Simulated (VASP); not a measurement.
InAs:

```
In As
1.0
     0.00000    3.21099    3.21099
     3.21099    0.00000    3.21099
     3.21099    3.21099    0.00000
In As
1 1
Cartesian
  0.0000 0.0000 0.0000
  1.6055 1.6055 1.6055
```

This cell differs from its parent crystal: strain +5.1%.

Base run:

```yaml
Program: VASP 6.6.1
Functional: r2SCAN
Potentials_or_basis: VASP PAW PBE potentials, release 64 (In_d, As)
Cutoff: 550 eV
k_mesh: 8 × 8 × 8
Occupations: fermi-dirac, width 0.02 eV
Spin: no spin polarisation
```

Its results: band gap on the k mesh zero (filled and empty bands touch); pressure -6.0 GPa.

The run is repeated on the same cell with these changes: functional from r2SCAN to PBE; cutoff from 550 eV to 500 eV. What comes out?

Band gap on the k mesh zero (filled and empty bands touch); pressure -4.1 GPa.

Caveats: spin-orbit coupling is left out, which moves the levels of the heavy elements; the PAW data sets were made with another functional, which shifts forces and pressure a little (some runs).
